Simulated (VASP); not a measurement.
Ni:

```
CELL_PARAMETERS angstrom
-1.41085 1.41085 1.41085
1.41085 -1.41085 1.41085
1.41085 1.41085 -1.41085
ATOMIC_POSITIONS crystal
Ni 0.00000 0.00000 0.00000
```

Base run:

* Program: VASP 6.6.1
* Functional: PBEsol
* Potentials or basis: VASP PAW PBE potentials, release 64 (Ni)
* Cutoff: 520 eV
* k mesh: 13 × 13 × 13
* Occupations: fermi-dirac, width 0.05 eV
* Spin: collinear spin, ferromagnetic start
* Starting moments: [1.0] μB

Its results: pressure -12.9 GPa; net moment 0.60 μB per cell; site moments Ni +0.61 μB.

Task: The run is repeated on the same cell with these changes: functional from PBEsol to PBE. What comes out?

Result: Pressure -3.8 GPa; net moment 0.60 μB per cell; site moments Ni +0.61 μB.

PBE binds less tightly than PBEsol, so the same cell stands under more pressure.

Caveats: the PAW data sets were made with another functional, which shifts forces and pressure a little (some runs).
